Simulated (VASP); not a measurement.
Here is a VASP 6.6.1 calculation.

INCAR

```
PREC = Accurate
ENCUT = 400
EDIFF = 1E-6
ISMEAR = -1
SIGMA = 0.02
LREAL = F
LASPH = T
NELM = 120
ALGO = Normal
ISIF = 2
LWAVE = F
LCHARG = F
GGA = PE
IVDW = 12
NBANDS = 30
GGA_COMPAT = F
```

The input KPOINTS:

```
regular mesh
0
Gamma
  1 1 1
```

The input POSCAR:

```
H
1.0
    7.3434200000      0.0000000000      0.0000000000
    0.0000000000      7.3434200000      0.0000000000
    0.0000000000      0.0000000000      7.3434200000
H
24
Direct
    0.3343946009      0.4401491403      0.2498427163
    0.2425164297      0.4721641960      0.2353263193
    0.6070059999      0.3817839644      0.5901473700
    0.6866827718      0.4431858725      0.6389393498
    0.2074374065      0.1506110232      0.7542262325
    0.1618183353      0.0568672362      0.7895912259
    0.9953945165      0.4876474449      0.6252672461
    0.9535066767      0.4094686127      0.6138420518
    0.6898829156      0.8095274409     -0.1296262504
    0.6794109557      0.7701860986     -0.0365769628
    0.4056692931      0.5295489023      0.8659589129
    0.3809941417      0.5837879353      0.9439743335
    0.0570851184      0.8403986154      0.9545279992
    0.0714925743      0.8233357210      0.8657546484
    0.0913062306      0.7548526436      0.3228604656
    0.0531904753      0.6715808166      0.2852485627
    0.9245828238      0.0399949887      0.5859531390
    0.8484330189     -0.0283382947      0.5837198472
    0.5898341645      0.8719779068      0.4373302902
    0.5159040338      0.8127003494      0.4145616075
    0.9936242241      0.2415904306      0.2007375310
    1.0436417909      0.2210005692      0.1000896040
    0.7583115224      0.1965705353      0.8875292439
    0.8175890797      0.2578771199      0.9400796904
```

Potentials or basis: VASP PAW PBE potentials, release 64 (H).

The run is started by

```sh
$ cat potpaw_PBE.64/H/POTCAR > POTCAR
$ mpirun -np 1 vasp_gam > vasp.out
```

Task: What does it give for the dispersion energy per atom?

Result: -0.014 eV.

Task: Predict the pressure.

Result: 0.3 GPa.

Stress tensor (GPa, compression positive):
```
0.27 0.34 0.30
0.34 0.49 0.39
0.30 0.39 0.11
```

Caveat: the k points lie up to 0.86 Å⁻¹ apart.
